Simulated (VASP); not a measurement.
# Ag (Fm-3m) in VASP: notebook

Runs on Ag. Level: PBEsol. Tasks: single point, relaxation of cell and atoms.

All numbers are computed with VASP 6.6.1; they aren't measurements. Logs are shortened: lines on timing, memory, paths and dates and some standing lists are left out, and cuts for length are marked.

## 1. The cell of the first run

It takes space group Fm-3m (No. 225, cubic). Conventional cell: a = 4.054 Å, b = 4.054 Å, c = 4.054 Å, α = 90.00°, β = 90.00°, γ = 90.00°. Ag (site symmetry m-3m) has 12 Ag at 2.87 Å within 3.8 Å.

## 2. Single point, PBEsol

INCAR

```
SYSTEM = Ag
ALGO     = Normal         ! electronic algorithm
EDIFF    = 1E-6           ! SCF threshold, eV
ENCUT    = 520            ! plane-wave cutoff, eV
GGA      = PS             ! functional
ISIF     = 2              ! what is computed and relaxed
ISMEAR   = -1             ! smearing method
LASPH    = .True.         ! aspherical terms in the spheres
LCHARG   = .False.        ! write CHGCAR
LREAL    = .False.        ! projectors in reciprocal space
LWAVE    = .False.        ! write WAVECAR
NBANDS   = 12             ! bands
NELM     = 60             ! most SCF steps
PREC     = Accurate       ! precision mode
SIGMA    = 0.15           ! smearing width, eV
```

KPOINTS

```
k-points
0
Gamma
  20 20 20
  0 0 0
```

POSCAR

```
Ag
1.0
    0.0000000000      2.0272056338      2.0272056338
    2.0272056338      0.0000000000      2.0272056338
    2.0272056338      2.0272056338      0.0000000000
Ag
1
Direct
    0.0000000000      0.0000000000      0.0000000000
```

Potentials or basis: VASP PAW PBE potentials, release 64 (Ag).

Launch:

```console
> cat potpaw_PBE.64/Ag/POTCAR > POTCAR
> mpirun -np 1 vasp_std > vasp.out
```

OUTCAR:

```text
SYSTEM = Ag
   EDIFF = 1E-6
   ENCUT = 520
   GGA = PS
   ISIF = 2
   ISMEAR = -1
   LASPH = .True.
   LREAL = .False.
   NELM = 60
   PREC = Accurate

 ion  position               nearest neighbor table
   1  0.000  0.000  0.000-

  LATTYP: Found a face centered cubic cell.
 ALAT       =     4.0544112676

  Lattice vectors:

 A1 = (   0.0000000000,   2.0272056338,   2.0272056338)
 A2 = (   2.0272056338,   0.0000000000,   2.0272056338)
 A3 = (   2.0272056338,   2.0272056338,   0.0000000000)

Analysis of symmetry for initial positions (statically):
=====================================================================
 Subroutine PRICEL returns:
 Original cell was already a primitive cell.

 Routine SETGRP: Setting up the symmetry group for a
 face centered cubic supercell.

 Subroutine GETGRP returns: Found 48 space group operations
 (whereof 48 operations were pure point group operations)
 out of a pool of 48 trial point group operations.

The static configuration has the point symmetry O_h .

Analysis of symmetry for dynamics (positions and initial velocities):
=====================================================================
 Subroutine PRICEL returns:
 Original cell was already a primitive cell.

 Routine SETGRP: Setting up the symmetry group for a
 face centered cubic supercell.

 Subroutine GETGRP returns: Found 48 space group operations
 (whereof 48 operations were pure point group operations)
 out of a pool of 48 trial point group operations.

The dynamic configuration has the point symmetry O_h .

 Subroutine INISYM returns: Found 48 space group operations
 (whereof 48 operations are pure point group operations),
 and found     1 'primitive' translations

----------------------------------------------------------------------------------------

                                     Primitive cell

  volume of cell :      16.6619

  direct lattice vectors                    reciprocal lattice vectors
     0.000000000  2.027205634  2.027205634    -0.246644934  0.246644934  0.246644934
     2.027205634  0.000000000  2.027205634     0.246644934 -0.246644934  0.246644934
     2.027205634  2.027205634  0.000000000     0.246644934  0.246644934 -0.246644934

  length of vectors
     2.866901701  2.866901701  2.866901701     0.427201557  0.427201557  0.427201557

  position of ions in fractional coordinates (direct lattice)
     0.000000000  0.000000000  0.000000000

  ion indices of the primitive-cell ions
   primitive index   ion index
                 1           1

----------------------------------------------------------------------------------------

 KPOINTS: k-points

Automatic generation of k-mesh.
 Grid dimensions read from file:
 generate k-points for:   20   20   20

 Generating k-lattice:

  Cartesian coordinates                     Fractional coordinates (reciprocal lattice)
    -0.012332247  0.012332247  0.012332247     0.050000000  0.000000000  0.000000000
     0.012332247 -0.012332247  0.012332247     0.000000000  0.050000000  0.000000000
     0.012332247  0.012332247 -0.012332247     0.000000000  0.000000000  0.050000000

  Length of vectors
     0.021360078  0.021360078  0.021360078

  Shift w.r.t. Gamma in fractional coordinates (k-lattice)
     0.000000000  0.000000000  0.000000000

 Subroutine IBZKPT returns following result:
 ===========================================

 Found    256 irreducible k-points:

 Following reciprocal coordinates:
            Coordinates               Weight
  0.000000  0.000000  0.000000      1.000000
  0.050000  0.000000  0.000000      8.000000
  0.100000  0.000000  0.000000      8.000000
  0.150000  0.000000  0.000000      8.000000
  0.200000  0.000000  0.000000      8.000000
  0.250000  0.000000  0.000000      8.000000
[... 16 lines left out ...]
 -0.400000  0.050000  0.000000     24.000000
 -0.350000  0.050000  0.000000     24.000000
 [... further k-points ...]
   k-points           NKPTS =    256   k-points in BZ     NKDIM =    256   number of bands    NBANDS=     12
   number of dos      NEDOS =    301   number of ions     NIONS =      1
   total plane-waves  NPLWV =  13824
   dimension x,y,z NGX =    24 NGY =   24 NGZ =   24
   dimension x,y,z NGXF=    48 NGYF=   48 NGZF=   48
   ions per type =               1
   NGX,Y,Z   is equivalent  to a cutoff of  13.92, 13.92, 13.92 a.u.
   NGXF,Y,Z  is equivalent  to a cutoff of  27.83, 27.83, 27.83 a.u.
 SYSTEM =  Ag
   PREC   = accura    normal or accurate (medium, high low for compatibility)
   ISTART =      0    job   : 0-new  1-cont  2-samecut
   ICHARG =      2    charge: 1-file 2-atom 10-const
   ISPIN  =      1    spin polarized calculation?
   LNONCOLLINEAR =      F non collinear calculations
   LSORBIT =      F    spin-orbit coupling
   LASPH  =      T    aspherical Exc in radial PAW
   ENCUT  =  520.0 eV  38.22 Ry    6.18 a.u.   5.33  5.33  5.33*2*pi/ulx,y,z
   NELM   =     60;   NELMIN=  2; NELMDL= -5     # of ELM steps
   EDIFF  = 0.1E-05   stopping-criterion for ELM
   LREAL  =      F    real-space projection
   EDIFFG = 0.1E-04   stopping-criterion for IOM
   NSW    =      0    number of steps for IOM
   IBRION =     -1    ionic relax: 0-MD 1-quasi-New 2-CG
   NFREE  =      0    steps in history (QN), initial steepest desc. (CG)
   ISIF   =      2    stress and relaxation
   ISYM   =      2    0-nonsym 1-usesym 2-fastsym
   POTIM  = 0.5000    time-step for ionic-motion
   TEBEG  =    0.0;   TEEND  =   0.0 temperature during run
   PSTRESS=    0.0 pullay stress
   NELECT =      11.0000    total number of electrons
   NUPDOWN=      -1.0000    fix difference up-down
   EMIN   =  10.00;   EMAX   =-10.00  energy-range for DOS
   EFERMI =   0.00;   METHOD = LEGACY
   ISMEAR =    -1;   SIGMA  =   0.15  broadening in eV -4-tet -1-fermi 0-gaus
   EFERMI_NEDOS =   21; number of points for ismear=-14 and -15
   IALGO  =     38    algorithm
   IMIX   =      4    mixing-type and parameters
     AMIX     =   0.40;   BMIX     =  1.00
     AMIX_MAG =   1.60;   BMIX_MAG =  1.00
  volume/ion in A,a.u.               =      16.66       112.44
  Fermi-wavevector in a.u.,A,eV,Ry     =   1.425491  2.693788 27.647387  2.032026
  Thomas-Fermi vector in A             =   2.545870
   LORBIT       =      0    0 simple, 1 ext, 2 COOP (PROOUT), +10 PAW based schemes
   GGA     = PS    functional components
   LHFCALC =     F    Hartree Fock is set to
   AEXX    =    0.0000 exact exchange contribution
   IVDW    =     0    specifies the selected vdW correction
   LEPSILON=     F    determine dielectric tensor
   LRPA    =     F    only Hartree local field effects (RPA)
 non-spin polarized calculation
  energy-cutoff  :      520.00
  volume of cell :       16.66
 maximum number of plane-waves:       464
 NGX is ok and might be reduce to    24
   NGX = 11   NGY = 11   NGZ = 11

 number of electron      11.0000001 magnetization

 Free energy of the ion-electron system (eV)
  ---------------------------------------------------
  ext. energy  EPLUGINS =         0.00000000
  ---------------------------------------------------
  free energy    TOTEN  =        -3.31980896 eV

  energy without entropy =       -3.30192750  energy(sigma->0) =       -3.31086823

 E-fermi :   8.5586     XC(G=0): -12.5504

 val. band max:        8.5066978272   @ k =   0.5000   0.3500   0.1500
 cond. band min:       8.6025501282   @ k =   0.5000   0.1000   0.0000
 fundamental gap:      0.0958523011
 Fermi energy:         8.5585831145

 k-point     1 :       0.0000    0.0000    0.0000
  band No.  band energies     occupation
      1       0.5531      2.00000
      2       3.6993      2.00000
      3       3.6993      2.00000
      4       3.6993      2.00000
      5       4.7896      2.00000
      6       4.7896      2.00000
      7      24.5893      0.00000
      8      28.2985      0.00000
      9      28.2985      0.00000
     10      28.2985      0.00000
     11      33.1769      0.00000
     12      34.4560      0.00000

 k-point     2 :       0.0500    0.0000    0.0000
  band No.  band energies     occupation
      1       0.6331      2.00000
      2       3.6795      2.00000
      3       3.7223      2.00000
      4       3.7223      2.00000
      5       4.7803      2.00000
      6       4.7803      2.00000
      7      24.6168      0.00000
      8      27.5974      0.00000
      9      28.3382      0.00000
     10      28.3382      0.00000
     11      33.3761      0.00000
     12      34.3505      0.00000

 k-point     3 :       0.1000    0.0000    0.0000
  band No.  band energies     occupation
      1       0.8664      2.00000
      2       3.6302      2.00000
      3       3.7840      2.00000
      4       3.7840      2.00000
      5       4.7601      2.00000
      6       4.7601      2.00000
      7      24.5370      0.00000
      8      26.2640      0.00000
      9      28.4417      0.00000
     10      28.4417      0.00000
     11      32.6857      0.00000
     12      33.9983      0.00000
[... 286 lines left out ...]
 k-point    23 :      -0.4000    0.0500    0.0000
  band No.  band energies     occupation
      1       2.1057      2.00000
      2       3.6959      2.00000
      3       3.7456      2.00000
      4       5.3459      2.00000
      5       5.4390      2.00000
      6       7.1445      1.99984
      7      13.8249      0.00000
      8      23.9386      0.00000
      9      26.0501      0.00000
     10      27.1624      0.00000
     11      31.7210      0.00000
     12      32.0001      0.00000

 k-point    24 :      -0.3500    0.0500    0.0000
  band No.  band energies     occupation
      1       2.1565      2.00000
      2       3.7560      2.00000
      3       3.7992      2.00000
      4       5.0809      2.00000
      5       5.2515      2.00000
      6       6.1940      2.00000
      7      15.4791      0.00000
      8      24.1853      0.00000
      9      26.3117      0.00000
     10      27.9390      0.00000
     11      31.5374      0.00000
     12      31.7831      0.00000

 [... further k-points ...]

------------------------ aborting loop because EDIFF is reached ----------------------------------------

  FORCE on cell =-STRESS in cart. coord.  units (eV):
  Direction    XX          YY          ZZ          XY          YZ          ZX
  --------------------------------------------------------------------------------------
  -------------------------------------------------------------------------------------
  Total       -0.0233224     -0.0233224     -0.0233224     -0.0000000     -0.0000000      0.0000000
  in kB       -2.2426434     -2.2426434     -2.2426434     -0.0000000     -0.0000000      0.0000000
  external PRESSURE =      -2.2426434 kB  Pullay stress =       0.0000000 kB

 VOLUME and BASIS-vectors are now :
 -----------------------------------------------------------------------------
  energy-cutoff  :      520.00
  volume of cell :       16.66
      direct lattice vectors                 reciprocal lattice vectors
     0.000000000  2.027205634  2.027205634    -0.246644934  0.246644934  0.246644934
     2.027205634  0.000000000  2.027205634     0.246644934 -0.246644934  0.246644934
     2.027205634  2.027205634  0.000000000     0.246644934  0.246644934 -0.246644934

 POSITION                                       TOTAL-FORCE (eV/Angst)
 -----------------------------------------------------------------------------------
      0.00000      0.00000      0.00000         0.000000      0.000000      0.000000
 -----------------------------------------------------------------------------------
    total drift:                               -0.000000      0.000000     -0.000000

  FREE ENERGIE OF THE ION-ELECTRON SYSTEM (eV)
  ---------------------------------------------------
  free  energy   TOTEN  =        -3.3198089649 eV

  energy  without entropy=       -3.3019274994  energy(sigma->0) =       -3.31086823
```

It took 20 s on 1 thread of Intel Xeon Platinum 8488C (Sapphire Rapids), shared host; peak memory 0.18 GiB.

What came out:

| Property | Result |
| --- | --- |
| Free energy | -3.3198 eV |
| Pressure | -0.2 GPa |
| Band gap on the k mesh | zero (an odd number of electrons rules out a gap without spin polarisation) |

Levels at points of the mesh, in eV from the Fermi level:
```tsv
k point	band 4	band 5	band 6	band 7	band 8	band 9
(0.00, 0.00, 0.00)	-4.86	-3.77	-3.77	16.03	19.74	19.74
(0.50, 0.00, 0.00)	-2.94	-2.94	-0.53	3.71	15.27	18.05
(0.50, 0.50, 0.00)	-2.72	-2.72	1.52	6.89	10.72	10.72
```

Caveat: the PAW data sets were made with another functional, which shifts forces and pressure a little.

## 3. Relaxation of cell and atoms, PBEsol

INCAR

```
ALGO = Fast
EDIFF = 1E-6
EDIFFG = -0.001
ENCUT = 600
GGA = PS
IBRION = 2
ISIF = 3
ISMEAR = -1
LASPH = True
LCHARG = False
LREAL = False
LWAVE = False
NELM = 60
NSW = 80
PREC = Accurate
SIGMA = 0.15
```

KPOINTS

```
k-points
0
Gamma
  20 20 20
```

POSCAR is that of step 2.

Potentials or basis: VASP PAW PBE potentials, release 64 (Ag).

Launch:

```console
> cat potpaw_PBE.64/Ag/POTCAR > POTCAR
> mpirun -np 1 vasp_std > vasp.out
```

OUTCAR:

```text
EDIFF = 1E-6
   EDIFFG = -0.001
   ENCUT = 600
   GGA = PS
   IBRION = 2
   ISIF = 3
   ISMEAR = -1
   LASPH = True
   LREAL = False
   NELM = 60
   NSW = 80
   PREC = Accurate

 ion  position               nearest neighbor table
   1  0.000  0.000  0.000-

  LATTYP: Found a face centered cubic cell.
 ALAT       =     4.0544112676

  Lattice vectors:

 A1 = (   0.0000000000,   2.0272056338,   2.0272056338)
 A2 = (   2.0272056338,   0.0000000000,   2.0272056338)
 A3 = (   2.0272056338,   2.0272056338,   0.0000000000)

Analysis of symmetry for initial positions (statically):
=====================================================================
 Subroutine PRICEL returns:
 Original cell was already a primitive cell.

 Routine SETGRP: Setting up the symmetry group for a
 face centered cubic supercell.

 Subroutine GETGRP returns: Found 48 space group operations
 (whereof 48 operations were pure point group operations)
 out of a pool of 48 trial point group operations.

The static configuration has the point symmetry O_h .

Analysis of symmetry for dynamics (positions and initial velocities):
=====================================================================
 Subroutine PRICEL returns:
 Original cell was already a primitive cell.

 Routine SETGRP: Setting up the symmetry group for a
 face centered cubic supercell.

 Subroutine GETGRP returns: Found 48 space group operations
 (whereof 48 operations were pure point group operations)
 out of a pool of 48 trial point group operations.

The dynamic configuration has the point symmetry O_h .

 Subroutine INISYM returns: Found 48 space group operations
 (whereof 48 operations are pure point group operations),
 and found     1 'primitive' translations

----------------------------------------------------------------------------------------

[... 124 lines left out ...]
  energy-cutoff  :      600.00
  volume of cell :       16.66
 maximum number of plane-waves:       568
   NGX = 11   NGY = 11   NGZ = 11

--------------------------------------- Ionic step        1  -------------------------------------------

 number of electron      11.0000001 magnetization

 Free energy of the ion-electron system (eV)
  ---------------------------------------------------
  ext. energy  EPLUGINS =         0.00000000
  ---------------------------------------------------
  free energy    TOTEN  =        -3.31991272 eV

  energy without entropy =       -3.30203297  energy(sigma->0) =       -3.31097285

------------------------ aborting loop because EDIFF is reached ----------------------------------------

  FORCE on cell =-STRESS in cart. coord.  units (eV):
  Direction    XX          YY          ZZ          XY          YZ          ZX
  --------------------------------------------------------------------------------------
  -------------------------------------------------------------------------------------
  Total       -0.0103799     -0.0103799     -0.0103799      0.0000000      0.0000000      0.0000000
  in kB       -0.9981182     -0.9981182     -0.9981182      0.0000000      0.0000000      0.0000000
  external PRESSURE =      -0.9981182 kB  Pullay stress =       0.0000000 kB
[... 127 lines left out ...]
--------------------------------------- Ionic step        5  -------------------------------------------

 number of electron      11.0000001 magnetization

 Free energy of the ion-electron system (eV)
  ---------------------------------------------------
  ext. energy  EPLUGINS =         0.00000000
  ---------------------------------------------------
  free energy    TOTEN  =        -3.31993780 eV

  energy without entropy =       -3.30207824  energy(sigma->0) =       -3.31100802

 E-fermi :   8.5895     XC(G=0): -12.5631

 val. band max:        8.5388984583   @ k =   0.5000   0.3500   0.1500
 cond. band min:       8.6309471072   @ k =   0.5000   0.1000   0.0000
 fundamental gap:      0.0920486489
 Fermi energy:         8.5895068256

 k-point     1 :       0.0000    0.0000    0.0000
  band No.  band energies     occupation
      1       0.5677      2.00000
      2       3.7214      2.00000
      3       3.7214      2.00000
      4       3.7214      2.00000
      5       4.8158      2.00000
      6       4.8158      2.00000
      7      24.6239      0.00000
      8      28.3460      0.00000
      9      28.3460      0.00000
[... 265 lines left out ...]
 k-point    24 :      -0.3500    0.0500    0.0000
  band No.  band energies     occupation
      1       2.1732      2.00000
      2       3.7782      2.00000
      3       3.8215      2.00000
      4       5.1066      2.00000
      5       5.2792      2.00000
      6       6.2210      2.00000
      7      15.5232      0.00000
      8      24.2233      0.00000
      9      26.3654      0.00000

 [... further k-points ...]

------------------------ aborting loop because EDIFF is reached ----------------------------------------

  FORCE on cell =-STRESS in cart. coord.  units (eV):
  Direction    XX          YY          ZZ          XY          YZ          ZX
  --------------------------------------------------------------------------------------
  -------------------------------------------------------------------------------------
  Total        0.0007141      0.0007141      0.0007141     -0.0000000      0.0000000     -0.0000000
  in kB        0.0688173      0.0688173      0.0688173     -0.0000000      0.0000000     -0.0000000
  external PRESSURE =       0.0688173 kB  Pullay stress =       0.0000000 kB
[... 16 lines left out ...]
  FREE ENERGIE OF THE ION-ELECTRON SYSTEM (eV)
  ---------------------------------------------------
  free  energy   TOTEN  =        -3.3199378037 eV

  energy  without entropy=       -3.3020782376  energy(sigma->0) =       -3.31100802

 reached required accuracy - stopping structural energy minimisation
```

OSZICAR:

```text
N       E                     dE             d eps       ncg     rms          rms(c)
DAV:   1     0.484761502296E+02    0.48476E+02   -0.63320E+03  4688   0.126E+03
DAV:   2    -0.326799606658E+01   -0.51744E+02   -0.49490E+02  4709   0.220E+02
DAV:   3    -0.367879899606E+01   -0.41080E+00   -0.41062E+00  5370   0.242E+01
[... 28 lines left out ...]
   4 F= -.33199365E+01 E0= -.33110078E+01  d E =-.237349E-04
       N       E                     dE             d eps       ncg     rms          rms(c)
DAV:   1    -0.331994948984E+01   -0.13183E-04   -0.22904E-04  4875   0.187E-01    0.224E-02
RMM:   2    -0.331993810800E+01    0.11382E-04   -0.24881E-05  4603   0.571E-02    0.628E-03
RMM:   3    -0.331993780370E+01    0.30430E-06   -0.58151E-07  2361   0.989E-03
   5 F= -.33199378E+01 E0= -.33110080E+01  d E =-.250821E-04
```

Wall time 47 s (1 thread of Intel Xeon Platinum 8488C (Sapphire Rapids), shared host); peak memory 0.18 GiB.

Results:

| Item | Value |
| --- | --- |
| Free energy | -3.3199 eV |
| Relaxed volume | 16.63 Å³/atom |
| Relaxed cell | a = 2.865 Å, b = 2.865 Å, c = 2.865 Å, α = 60.00°, β = 60.00°, γ = 60.00° |
| Space group after relaxing (to 0.1 Å) | Fm-3m (No. 225) |
| Energy gained by relaxing | 0.0 meV/atom |
| Ionic steps | 5 |
| Pressure after relaxing | 0.0 GPa |
| Band gap on the k mesh | zero (an odd number of electrons rules out a gap without spin polarisation) |

Final structure:
```xyz
1
Lattice="0.0000 2.0258 2.0258 2.0258 0.0000 2.0258 2.0258 2.0258 0.0000" Properties=species:S:1:pos:R:3 pbc="T T T"
Ag    0.0000    0.0000    0.0000
```

Caveat: the PAW data sets were made with another functional, which shifts forces and pressure a little.

The gap in the log of VASP goes by the Fermi energy; the results here count the filled bands.